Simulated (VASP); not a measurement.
# PbF2 (Fm-3m) in VASP: further runs, part 2 of 2

VASP 6.6.1.

## 5. Single point, PBE

Input file INCAR:

```
  ALGO = Normal
  EDIFF = 1E-6
  ENCUT = 520
  GGA = PE
  ISIF = 2
  ISMEAR = -1
  LASPH = T
  LCHARG = T
  LELF = T
  LREAL = F
  LVHAR = T
  LWAVE = F
  NBANDS = 21
  NELM = 100
  PREC = Accurate
  SIGMA = 0.008617333262145177
```

Input file KPOINTS:

```
k-points
0
Gamma
  4 4 4
```

Input file POSCAR:

```
PbF2
1.0
    0.0000000000      2.9579484323      2.9579484323
    2.9579484323      0.0000000000      2.9579484323
    2.9579484323      2.9579484323      0.0000000000
Pb F
1 2
Direct
    0.0000000000      0.0000000000      0.0000000000
    0.7500000000      0.7500000000      0.7500000000
    0.2500000000      0.2500000000      0.2500000000
```

Potentials or basis: VASP PAW PBE potentials, release 64 (Pb_d, F).

Command:

```
cat potpaw_PBE.64/Pb_d/POTCAR potpaw_PBE.64/F/POTCAR > POTCAR
mpirun -np 1 vasp_std > vasp.out
```

OUTCAR:

```text
EDIFF = 1E-6
   ENCUT = 520
   GGA = PE
   ISIF = 2
   ISMEAR = -1
   LASPH = T
   LREAL = F
   NELM = 100
   PREC = Accurate

 ion  position               nearest neighbor table
   1  0.000  0.000  0.000-   2 2.56   3 2.56   2 2.56   2 2.56   3 2.56   2 2.56   3 2.56   3 2.56

   2  0.750  0.750  0.750-   1 2.56   1 2.56   1 2.56   1 2.56
   3  0.250  0.250  0.250-   1 2.56   1 2.56   1 2.56   1 2.56

  LATTYP: Found a face centered cubic cell.
 ALAT       =     5.9158968646

  Lattice vectors:

 A1 = (   0.0000000000,   2.9579484323,   2.9579484323)
 A2 = (   2.9579484323,   0.0000000000,   2.9579484323)
 A3 = (   2.9579484323,   2.9579484323,   0.0000000000)

Analysis of symmetry for initial positions (statically):
=====================================================================
 Subroutine PRICEL returns:
 Original cell was already a primitive cell.

 Routine SETGRP: Setting up the symmetry group for a
 face centered cubic supercell.

 Subroutine GETGRP returns: Found 48 space group operations
 (whereof 48 operations were pure point group operations)
 out of a pool of 48 trial point group operations.

The static configuration has the point symmetry O_h .

Analysis of symmetry for dynamics (positions and initial velocities):
=====================================================================
 Subroutine PRICEL returns:
 Original cell was already a primitive cell.

 Routine SETGRP: Setting up the symmetry group for a
 face centered cubic supercell.

 Subroutine GETGRP returns: Found 48 space group operations
 (whereof 48 operations were pure point group operations)
 out of a pool of 48 trial point group operations.

The dynamic configuration has the point symmetry O_h .

 Subroutine INISYM returns: Found 48 space group operations
 (whereof 48 operations are pure point group operations),
 and found     1 'primitive' translations

----------------------------------------------------------------------------------------

                                     Primitive cell

  volume of cell :      51.7609

  direct lattice vectors                    reciprocal lattice vectors
     0.000000000  2.957948432  2.957948432    -0.169036077  0.169036077  0.169036077
     2.957948432  0.000000000  2.957948432     0.169036077 -0.169036077  0.169036077
     2.957948432  2.957948432  0.000000000     0.169036077  0.169036077 -0.169036077

  length of vectors
     4.183170790  4.183170790  4.183170790     0.292779074  0.292779074  0.292779074

  position of ions in fractional coordinates (direct lattice)
     0.000000000  0.000000000  0.000000000
     0.750000000  0.750000000  0.750000000
     0.250000000  0.250000000  0.250000000

  ion indices of the primitive-cell ions
   primitive index   ion index
                 1           1
                 2           2
                 3           3

----------------------------------------------------------------------------------------

 KPOINTS: k-points

Automatic generation of k-mesh.
 Grid dimensions read from file:
 generate k-points for:    4    4    4

 Generating k-lattice:

  Cartesian coordinates                     Fractional coordinates (reciprocal lattice)
    -0.042259019  0.042259019  0.042259019     0.250000000  0.000000000  0.000000000
     0.042259019 -0.042259019  0.042259019     0.000000000  0.250000000  0.000000000
     0.042259019  0.042259019 -0.042259019     0.000000000  0.000000000  0.250000000

  Length of vectors
     0.073194769  0.073194769  0.073194769

  Shift w.r.t. Gamma in fractional coordinates (k-lattice)
     0.000000000  0.000000000  0.000000000

 Subroutine IBZKPT returns following result:
 ===========================================

 Found      8 irreducible k-points:

 Following reciprocal coordinates:
            Coordinates               Weight
  0.000000  0.000000  0.000000      1.000000
  0.250000  0.000000  0.000000      8.000000
  0.500000  0.000000  0.000000      4.000000
  0.250000  0.250000  0.000000      6.000000
  0.500000  0.250000  0.000000     24.000000
 -0.250000  0.250000  0.000000     12.000000
  0.500000  0.500000  0.000000      3.000000
 -0.250000  0.500000  0.250000      6.000000
   k-points           NKPTS =      8   k-points in BZ     NKDIM =      8   number of bands    NBANDS=     21
   number of dos      NEDOS =    301   number of ions     NIONS =      3
   total plane-waves  NPLWV =  32768
   dimension x,y,z NGX =    32 NGY =   32 NGZ =   32
   dimension x,y,z NGXF=    64 NGYF=   64 NGZF=   64
   ions per type =               1   2
   NGX,Y,Z   is equivalent  to a cutoff of  12.72, 12.72, 12.72 a.u.
   NGXF,Y,Z  is equivalent  to a cutoff of  25.43, 25.43, 25.43 a.u.
 SYSTEM =  unknown system
   PREC   = accura    normal or accurate (medium, high low for compatibility)
   ISTART =      0    job   : 0-new  1-cont  2-samecut
   ICHARG =      2    charge: 1-file 2-atom 10-const
   ISPIN  =      1    spin polarized calculation?
   LNONCOLLINEAR =      F non collinear calculations
   LSORBIT =      F    spin-orbit coupling
   LASPH  =      T    aspherical Exc in radial PAW
   ENCUT  =  520.0 eV  38.22 Ry    6.18 a.u.   7.78  7.78  7.78*2*pi/ulx,y,z
   NELM   =    100;   NELMIN=  2; NELMDL= -5     # of ELM steps
   EDIFF  = 0.1E-05   stopping-criterion for ELM
   LREAL  =      F    real-space projection
   EDIFFG = 0.1E-04   stopping-criterion for IOM
   NSW    =      0    number of steps for IOM
   IBRION =     -1    ionic relax: 0-MD 1-quasi-New 2-CG
   NFREE  =      0    steps in history (QN), initial steepest desc. (CG)
   ISIF   =      2    stress and relaxation
   ISYM   =      2    0-nonsym 1-usesym 2-fastsym
   POTIM  = 0.5000    time-step for ionic-motion
   TEBEG  =    0.0;   TEEND  =   0.0 temperature during run
   PSTRESS=    0.0 pullay stress
   NELECT =      28.0000    total number of electrons
   NUPDOWN=      -1.0000    fix difference up-down
   EMIN   =  10.00;   EMAX   =-10.00  energy-range for DOS
   EFERMI =   0.00;   METHOD = LEGACY
   ISMEAR =    -1;   SIGMA  =   0.01  broadening in eV -4-tet -1-fermi 0-gaus
   EFERMI_NEDOS =   21; number of points for ismear=-14 and -15
   IALGO  =     38    algorithm
   IMIX   =      4    mixing-type and parameters
     AMIX     =   0.40;   BMIX     =  1.00
     AMIX_MAG =   1.60;   BMIX_MAG =  1.00
  volume/ion in A,a.u.               =      17.25       116.43
  Fermi-wavevector in a.u.,A,eV,Ry     =   1.333911  2.520727 24.209105  1.779319
  Thomas-Fermi vector in A             =   2.462733
   LORBIT       =      0    0 simple, 1 ext, 2 COOP (PROOUT), +10 PAW based schemes
   GGA     = PE    functional components
   LHFCALC =     F    Hartree Fock is set to
   AEXX    =    0.0000 exact exchange contribution
   IVDW    =     0    specifies the selected vdW correction
   LEPSILON=     F    determine dielectric tensor
   LRPA    =     F    only Hartree local field effects (RPA)
 non-spin polarized calculation
  energy-cutoff  :      520.00
  volume of cell :       51.76
 maximum number of plane-waves:      1411
   NGX = 15   NGY = 15   NGZ = 15

 number of electron      28.0000001 magnetization

 Free energy of the ion-electron system (eV)
  ---------------------------------------------------
  ext. energy  EPLUGINS =         0.00000000
  ---------------------------------------------------
  free energy    TOTEN  =       -14.32811878 eV

  energy without entropy =      -14.32811878  energy(sigma->0) =      -14.32811878

 E-fermi :   2.1660     XC(G=0):  -9.4352

 val. band max:        1.9617118789   @ k =  -0.2500   0.5000   0.2500
 cond. band min:       6.3764539169   @ k =   0.5000   0.5000   0.0000
 fundamental gap:      4.4147420380
 Fermi energy:         2.1660039296

 k-point     1 :       0.0000    0.0000    0.0000
  band No.  band energies     occupation
      1     -19.1845      2.00000
      2     -18.5533      2.00000
      3     -12.4835      2.00000
      4     -12.4835      2.00000
      5     -12.4835      2.00000
      6     -12.4243      2.00000
[... 13 lines left out ...]
     20      17.1225      0.00000
     21      19.5086      0.00000
[... 145 lines left out ...]
 k-point     8 :      -0.2500    0.5000    0.2500
  band No.  band energies     occupation
      1     -18.8454      2.00000
      2     -18.8454      2.00000
      3     -12.4455      2.00000
      4     -12.4143      2.00000
      5     -12.3932      2.00000
      6     -12.3226      2.00000
[... 13 lines left out ...]
     20      18.1616      0.00000
     21      18.1616      0.00000

------------------------ aborting loop because EDIFF is reached ----------------------------------------

  FORCE on cell =-STRESS in cart. coord.  units (eV):
  Direction    XX          YY          ZZ          XY          YZ          ZX
  --------------------------------------------------------------------------------------
  -------------------------------------------------------------------------------------
  Total        0.9532077      0.9532077      0.9532077      0.0000000      0.0000000     -0.0000000
  in kB       29.5050501     29.5050501     29.5050501      0.0000000      0.0000000     -0.0000000
  external PRESSURE =      29.5050501 kB  Pullay stress =       0.0000000 kB

 VOLUME and BASIS-vectors are now :
 -----------------------------------------------------------------------------
  energy-cutoff  :      520.00
  volume of cell :       51.76
      direct lattice vectors                 reciprocal lattice vectors
     0.000000000  2.957948432  2.957948432    -0.169036077  0.169036077  0.169036077
     2.957948432  0.000000000  2.957948432     0.169036077 -0.169036077  0.169036077
     2.957948432  2.957948432  0.000000000     0.169036077  0.169036077 -0.169036077

 POSITION                                       TOTAL-FORCE (eV/Angst)
 -----------------------------------------------------------------------------------
      0.00000      0.00000      0.00000        -0.000000      0.000000      0.000000
      4.43692      4.43692      4.43692         0.000000      0.000000     -0.000000
      1.47897      1.47897      1.47897        -0.000000     -0.000000      0.000000
 -----------------------------------------------------------------------------------
    total drift:                                0.000000     -0.000000      0.000000

  FREE ENERGIE OF THE ION-ELECTRON SYSTEM (eV)
  ---------------------------------------------------
  free  energy   TOTEN  =       -14.3281187847 eV

  energy  without entropy=      -14.3281187847  energy(sigma->0) =      -14.32811878
```

stdout:

```text
POSCAR found type information on POSCAR PbF
 POSCAR found :  2 types and       3 ions
 scaLAPACK will be used
 LDA part: xc-table for (Slater+PW92), standard interpolation
 POSCAR, INCAR and KPOINTS ok, starting setup
 FFT: planning ... GRIDC
 FFT: planning ... GRID_SOFT
 FFT: planning ... GRID
 WAVECAR not read
 entering main loop
```

Wall time 15 s (1 thread of Intel Xeon 6975P-C, shared host); peak memory 0.17 GiB.

What came out:

| Quantity | Value |
| --- | --- |
| Free energy | -14.3281 eV |
| Pressure | 3.0 GPa |
| Band gap on the k mesh | 4.41 eV, indirect (least direct gap 4.56 eV) |

Caveat: the k points lie up to 0.46 Å⁻¹ apart; spin-orbit coupling is left out, which moves the levels of the heavy elements. A k mesh can miss the band edges.

## 6. Summary

| level | k mesh | smearing | gap on the mesh (eV) | pressure (GPa) |
| --- | --- | --- | --- | --- |
| RPBE | 3 × 3 × 3 | gaussian 0.1 eV | 4.83 | 6.2 |
| PBE | 4 × 4 × 4 | gaussian 0.1 eV | 4.41 | 2.9 |
| PBE | 4 × 4 × 4 | fermi-dirac 0.00861733 eV | 4.41 | 3.0 |

Alike in all rows: task single point; potentials or basis VASP PAW PBE potentials, release 64 (Pb_d, F); no spin polarisation; cell as given; cutoff (eV) 520.

Caveats: all runs use coarse meshes; spin-orbit coupling is left out, which moves the levels of the heavy elements; the PAW data sets were made with another functional, which shifts forces and pressure a little (some runs).

Absolute energies hang on the potentials; compare differences alone.
